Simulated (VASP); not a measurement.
# CuO (C2/c) in VASP: relaxation of cell and atoms with PBE

Aim: the relaxation of cell and atoms of CuO with PBE.

All numbers are computed with VASP 6.6.1; they aren't measurements. Logs are shortened: lines on timing, memory, paths and dates and some standing lists are left out, and cuts for length are marked.

## Step 1: The cell of the first run

It takes space group C2/c (No. 15, monoclinic). The conventional cell has a = 4.684 Å, b = 3.423 Å, c = 5.129 Å, α = 90.00°, β = 99.54°, γ = 90.00°. Cu (site symmetry -1) has 4 O at 1.95 to 1.96 Å within 2.6 Å. O (site symmetry 2) has 6 Cu at 1.95 to 2.78 Å and 6 O at 2.62 to 2.90 Å within 3.0 Å.

## Step 2: Relaxation of cell and atoms, PBE, target pressure 10 GPa, at which the enthalpy is minimised

Input file INCAR:

```
PREC = Accurate ; ENCUT = 820
EDIFF = 1E-7 ; ISMEAR = -1
SIGMA = 0.1 ; LREAL = False
LASPH = True ; NELM = 120
ALGO = Normal ; ISIF = 3
LWAVE = False ; LCHARG = False
GGA = PE ; IBRION = 2
NSW = 80 ; EDIFFG = -0.01
PSTRESS = 100.0 ; GGA_COMPAT = False
NELMIN = 4
```

Input file KPOINTS:

```
Automatic mesh
0
Gamma
  9 9 5
```

Input file POSCAR:

```
CuO
1.0
    2.3418500000     -1.7113000000      0.0000000000
    2.3418500000      1.7113000000      0.0000000000
   -0.8500270000      0.0000000000      5.0578690000
Cu O
2 2
Direct
    0.0000000000      0.5000000000      0.0000000000
    0.5000000000      0.0000000000      0.5000000000
    0.5816000000      0.4184000000      0.2500000000
    0.4184000000      0.5816000000      0.7500000000
```

Potentials or basis: VASP PAW PBE potentials, release 64 (Cu_sv_GW, O).

The run is started by

```bash
> cat potpaw_PBE.64/Cu_sv_GW/POTCAR potpaw_PBE.64/O/POTCAR > POTCAR
> mpirun -np 1 vasp_std > vasp.out
```

OUTCAR:

```text
PREC = Accurate
   ENCUT = 820
   EDIFF = 1E-7
   ISMEAR = -1
   LREAL = False
   LASPH = True
   NELM = 120
   ISIF = 3
   GGA = PE
   IBRION = 2
   NSW = 80
   EDIFFG = -0.01
   PSTRESS = 100.0
   NELMIN = 4

 ion  position               nearest neighbor table
   1  0.000  0.500  0.000-   3 1.95   4 1.95   4 1.96   3 1.96
   2  0.500  0.000  0.500-   4 1.95   3 1.95   4 1.96   3 1.96
   3  0.582  0.418  0.250-   2 1.95   1 1.95   2 1.96   1 1.96
   4  0.418  0.582  0.750-   1 1.95   2 1.95   2 1.96   1 1.96

  LATTYP: Found a base centered monoclinic cell.
 ALAT       =     4.6837000000
 B/A-ratio  =     0.7307470589
 C/A-ratio  =     1.0950316075
 COS(beta)  =    -0.1657360545

  Lattice vectors:

 A1 = (   2.3418500000,  -1.7113000000,   0.0000000000)
 A2 = (   2.3418500000,   1.7113000000,   0.0000000000)
 A3 = (  -0.8500270000,   0.0000000000,   5.0578690000)

Analysis of symmetry for initial positions (statically):
=====================================================================
 Subroutine PRICEL returns:
 Original cell was already a primitive cell.

 Routine SETGRP: Setting up the symmetry group for a
 base centered monoclinic supercell.

 Subroutine GETGRP returns: Found  4 space group operations
 (whereof  2 operations were pure point group operations)
 out of a pool of  4 trial point group operations.

The static configuration has the point symmetry S_2 .
 The point group associated with its full space group is C_2h.

Analysis of symmetry for dynamics (positions and initial velocities):
=====================================================================
 Subroutine PRICEL returns:
 Original cell was already a primitive cell.

 Routine SETGRP: Setting up the symmetry group for a
 base centered monoclinic supercell.

 Subroutine GETGRP returns: Found  4 space group operations
 (whereof  2 operations were pure point group operations)
 out of a pool of  4 trial point group operations.

The dynamic configuration has the point symmetry S_2 .
 The point group associated with its full space group is C_2h.

 Subroutine INISYM returns: Found  4 space group operations
 (whereof  2 operations are pure point group operations),
 and found     1 'primitive' translations

----------------------------------------------------------------------------------------

                                     Primitive cell

  volume of cell :      40.5399

  direct lattice vectors                    reciprocal lattice vectors
     2.341850000 -1.711300000  0.000000000     0.213506416 -0.292175539  0.035881953
     2.341850000  1.711300000  0.000000000     0.213506416  0.292175539  0.035881953
    -0.850027000  0.000000000  5.057869000     0.000000000  0.000000000  0.197711724

  length of vectors
     2.900484289  2.900484289  5.128799540     0.363646875  0.363646875  0.197711724

  position of ions in fractional coordinates (direct lattice)
     1.000000000  0.500000000  0.000000000
     0.500000000  1.000000000  0.500000000
     0.581600000  0.418400000  0.250000000
     0.418400000  0.581600000  0.750000000

  ion indices of the primitive-cell ions
   primitive index   ion index
                 1           1
                 2           2
                 3           3
                 4           4

----------------------------------------------------------------------------------------

 KPOINTS: Automatic mesh

Automatic generation of k-mesh.
 Grid dimensions read from file:
 generate k-points for:    9    9    5

 Generating k-lattice:

  Cartesian coordinates                     Fractional coordinates (reciprocal lattice)
     0.023722935 -0.032463949  0.003986884     0.111111111  0.000000000  0.000000000
     0.023722935  0.032463949  0.003986884     0.000000000  0.111111111  0.000000000
     0.000000000  0.000000000  0.039542345     0.000000000  0.000000000  0.200000000

  Length of vectors
     0.040405208  0.040405208  0.039542345

  Shift w.r.t. Gamma in fractional coordinates (k-lattice)
     0.000000000  0.000000000  0.000000000

 Subroutine IBZKPT returns following result:
 ===========================================

 Found    115 irreducible k-points:

 Following reciprocal coordinates:
            Coordinates               Weight
  0.000000  0.000000  0.000000      1.000000
  0.111111 -0.000000  0.000000      4.000000
  0.222222  0.000000  0.000000      4.000000
  0.333333  0.000000  0.000000      4.000000
  0.444444  0.000000  0.000000      4.000000
  0.111111  0.111111  0.000000      2.000000
[... 16 lines left out ...]
 -0.333333  0.333333  0.000000      2.000000
  0.444444  0.444444  0.000000      2.000000
 [... further k-points ...]
   k-points           NKPTS =    115   k-points in BZ     NKDIM =    115   number of bands    NBANDS=     30
   number of dos      NEDOS =    301   number of ions     NIONS =      4
   total plane-waves  NPLWV =  37632
   dimension x,y,z NGX =    28 NGY =   28 NGZ =   48
   dimension x,y,z NGXF=    56 NGYF=   56 NGZF=   96
   ions per type =               2   2
   NGX,Y,Z   is equivalent  to a cutoff of  16.05, 16.05, 15.56 a.u.
   NGXF,Y,Z  is equivalent  to a cutoff of  32.10, 32.10, 31.12 a.u.
 SYSTEM =  unknown system
   PREC   = accura    normal or accurate (medium, high low for compatibility)
   ISTART =      0    job   : 0-new  1-cont  2-samecut
   ICHARG =      2    charge: 1-file 2-atom 10-const
   ISPIN  =      1    spin polarized calculation?
   LNONCOLLINEAR =      F non collinear calculations
   LSORBIT =      F    spin-orbit coupling
   LASPH  =      T    aspherical Exc in radial PAW
   ENCUT  =  820.0 eV  60.27 Ry    7.76 a.u.   6.77  6.77 11.98*2*pi/ulx,y,z
   NELM   =    120;   NELMIN=  4; NELMDL= -5     # of ELM steps
   EDIFF  = 0.1E-06   stopping-criterion for ELM
   LREAL  =      F    real-space projection
   EDIFFG = -.1E-01   stopping-criterion for IOM
   NSW    =     80    number of steps for IOM
   IBRION =      2    ionic relax: 0-MD 1-quasi-New 2-CG
   NFREE  =      1    steps in history (QN), initial steepest desc. (CG)
   ISIF   =      3    stress and relaxation
   ISYM   =      2    0-nonsym 1-usesym 2-fastsym
   POTIM  = 0.5000    time-step for ionic-motion
   TEBEG  =    0.0;   TEEND  =   0.0 temperature during run
   PSTRESS=  100.0 pullay stress
   NELECT =      50.0000    total number of electrons
   NUPDOWN=      -1.0000    fix difference up-down
   EMIN   =  10.00;   EMAX   =-10.00  energy-range for DOS
   EFERMI =   0.00;   METHOD = LEGACY
   ISMEAR =    -1;   SIGMA  =   0.10  broadening in eV -4-tet -1-fermi 0-gaus
   EFERMI_NEDOS =   21; number of points for ismear=-14 and -15
   IALGO  =     38    algorithm
   IMIX   =      4    mixing-type and parameters
     AMIX     =   0.40;   BMIX     =  1.00
     AMIX_MAG =   1.60;   BMIX_MAG =  1.00
  volume/ion in A,a.u.               =      10.13        68.39
  Fermi-wavevector in a.u.,A,eV,Ry     =   1.755647  3.317692 41.937195  3.082297
  Thomas-Fermi vector in A             =   2.825352
   LORBIT       =      0    0 simple, 1 ext, 2 COOP (PROOUT), +10 PAW based schemes
   GGA     = PE    functional components
   LHFCALC =     F    Hartree Fock is set to
   AEXX    =    0.0000 exact exchange contribution
   IVDW    =     0    specifies the selected vdW correction
   LEPSILON=     F    determine dielectric tensor
   LRPA    =     F    only Hartree local field effects (RPA)
 conjugate gradient relaxation of ions
 non-spin polarized calculation
  energy-cutoff  :      820.00
  volume of cell :       40.54
 maximum number of plane-waves:      2176
   NGX = 13   NGY = 13   NGZ = 23

--------------------------------------- Ionic step        1  -------------------------------------------

 number of electron      49.9999994 magnetization

 Free energy of the ion-electron system (eV)
  ---------------------------------------------------
  ext. energy  EPLUGINS =         0.00000000
  ---------------------------------------------------
  free energy    TOTEN  =       -19.72698377 eV

  energy without entropy =      -19.65386636  energy(sigma->0) =      -19.69042507

------------------------ aborting loop because EDIFF is reached ----------------------------------------

  FORCE on cell =-STRESS in cart. coord.  units (eV):
  Direction    XX          YY          ZZ          XY          YZ          ZX
  --------------------------------------------------------------------------------------
  -------------------------------------------------------------------------------------
  Total        1.1714417      1.5396778      1.0382460      0.0000000      0.0000000     -0.2529418
  in kB       46.2965331     60.8495852     41.0325073      0.0000000      0.0000000     -9.9965081
  external PRESSURE =     -50.6071248 kB  Pullay stress =     100.0000000 kB
[... 99 lines left out ...]
  FREE ENERGIE OF THE ION-ELECTRON SYSTEM (eV)
  ---------------------------------------------------
  free  energy   TOTEN  =       -19.6835238785 eV

  energy  without entropy=      -19.6120661764  energy(sigma->0) =      -19.64779503

  enthalpy is  TOTEN    =       -17.2152219666 eV   P V=        2.4683019118

[... ionic steps 4 to 13 ...]

--------------------------------------- Ionic step       14  -------------------------------------------

 number of electron      49.9999991 magnetization

------------------------ aborting loop because EDIFF is reached ----------------------------------------

  FORCE on cell =-STRESS in cart. coord.  units (eV):
  Direction    XX          YY          ZZ          XY          YZ          ZX
  --------------------------------------------------------------------------------------
  -------------------------------------------------------------------------------------
  Total        2.5923984      2.5249482      2.4791628      0.0000000      0.0000000      0.0292745
  in kB      103.7716210    101.0716441     99.2388913      0.0000000      0.0000000      1.1718338
  external PRESSURE =       1.3607188 kB  Pullay stress =     100.0000000 kB
[... 65 lines left out ...]
  enthalpy is  TOTEN    =       -17.2226559118 eV   P V=        2.5021655112

--------------------------------------- Ionic step       16  -------------------------------------------

 number of electron      49.9999988 magnetization

 Free energy of the ion-electron system (eV)
  ---------------------------------------------------
  ext. energy  EPLUGINS =         0.00000000
  ---------------------------------------------------
  free energy    TOTEN  =       -19.72586806 eV

  energy without entropy =      -19.65381175  energy(sigma->0) =      -19.68983990

 E-fermi :   5.9869     XC(G=0): -12.3308

 val. band max:        5.9776087461   @ k =   0.3333   0.2222   0.2000
 cond. band min:       5.9911820526   @ k =  -0.4444   0.4444   0.4000
 fundamental gap:      0.0135733065
 Fermi energy:         5.9868875625

 k-point     1 :       0.0000    0.0000    0.0000
  band No.  band energies     occupation
      1    -106.7844      2.00000
      2    -106.7839      2.00000
      3     -64.3146      2.00000
      4     -64.3123      2.00000
      5     -64.2619      2.00000
      6     -64.2545      2.00000
[... 781 lines left out ...]
     29      14.6744      0.00000
     30      16.1345      0.00000

 [... further k-points ...]
[... 5 lines left out ...]
  --------------------------------------------------------------------------------------
  -------------------------------------------------------------------------------------
  Total        2.5001743      2.4735398      2.5335213      0.0000000      0.0000000      0.0377427
  in kB       99.8789441     98.8149283    101.2111150      0.0000000      0.0000000      1.5077762
  external PRESSURE =      -0.0316709 kB  Pullay stress =     100.0000000 kB
[... 19 lines left out ...]
  FREE ENERGIE OF THE ION-ELECTRON SYSTEM (eV)
  ---------------------------------------------------
  free  energy   TOTEN  =       -19.7258680555 eV

  energy  without entropy=      -19.6538117523  energy(sigma->0) =      -19.68983990

  enthalpy is  TOTEN    =       -17.2226634599 eV   P V=        2.5032045956

 reached required accuracy - stopping structural energy minimisation
```

Run time: 24 min. Hardware: 1 thread of Intel Xeon 6975P-C (Granite Rapids), shared host; peak memory 0.41 GiB.

What came out:

| Quantity | Value |
| --- | --- |
| Free energy | -19.7259 eV |
| Relaxed volume | 10.03 Å³/atom |
| Relaxed cell | a = 2.871 Å, b = 2.871 Å, c = 5.099 Å, α = 97.53°, β = 97.53°, γ = 75.35° |
| Space group after relaxing (to 0.1 Å) | C2/c (No. 15) |
| Energy change on relaxing (the run minimises the enthalpy) | +0.3 meV/atom |
| Ionic steps | 16 |
| Pressure after relaxing | 10.0 GPa |
| Largest force after relaxing | 0.008 eV/Å |
| Band gap on the k mesh | zero (bands 25 and 26 overlap by 0.55 eV) |

Forces in eV/Å, atoms in the order of the input:
```
Cu   0.000  0.000  0.000
Cu   0.000  0.000  0.000
O    0.000  0.008  0.000
O    0.000 -0.008  0.000
```

The path:
| step | energy change (eV) | largest force (eV/Å) | pressure (GPa) | volume (Å³) |
| --- | --- | --- | --- | --- |
| 1 | 0.0000 | 0.2529 | 4.94 | 40.54 |
| 2 | 0.1115 | 0.0145 | 15.58 | 38.69 |
| 3 | 0.0435 | 0.1192 | 10.34 | 39.55 |
| 4 | 0.0387 | 0.0615 | 10.18 | 39.59 |
| 5 | 0.0366 | 0.0202 | 10.11 | 39.61 |
| 6 | 0.0330 | 0.0237 | 9.99 | 39.66 |
| 7 | 0.0226 | 0.0334 | 9.68 | 39.80 |
| 8 | 0.0043 | 0.0514 | 9.03 | 40.08 |
| 9 | 0.0050 | 0.0478 | 9.22 | 40.06 |
| 10 | 0.0072 | 0.0372 | 9.74 | 40.02 |
| 11 | 0.0131 | 0.0162 | 10.80 | 39.93 |
| 12 | 0.0093 | 0.0287 | 10.16 | 39.98 |
| 13 | 0.0086 | 0.0268 | 10.18 | 39.99 |
| 14 | 0.0064 | 0.0213 | 10.14 | 40.03 |
| 15 | 0.0022 | 0.0108 | 10.01 | 40.09 |
| 16 | 0.0011 | 0.0075 | 10.00 | 40.11 |

Final structure:
```
Cu O
1.0
     2.27253   -1.75476   -0.00471
     2.27253    1.75476   -0.00471
    -0.83384    0.00000    5.03036
Cu O
2 2
Direct
  0.00000 0.50000 0.00000
  0.50000 0.00000 0.50000
  0.56669 0.43331 0.25000
  0.43331 0.56669 0.75000
```

Levels at points of the mesh, in eV from the Fermi level:
| k point | band 21 | band 22 | band 23 | band 24 | band 25 | band 26 | band 27 | band 28 | band 29 | band 30 |
| --- | --- | --- | --- | --- | --- | --- | --- | --- | --- | --- |
| (0.00, 0.00, 0.00) | -2.51 | -2.35 | -2.33 | -1.79 | 0.26 | 0.91 | 1.73 | 5.95 | 8.08 | 13.48 |

Caveat: the cell is relaxed towards a set pressure, so the run minimises the enthalpy, not the energy; semilocal functionals often make such compounds metallic where correlation or magnetic order opens a gap, which also shifts bond lengths. With open d or f shells a metallic result of PBE can be an artefact of self-interaction; +U or a hybrid may open a gap.
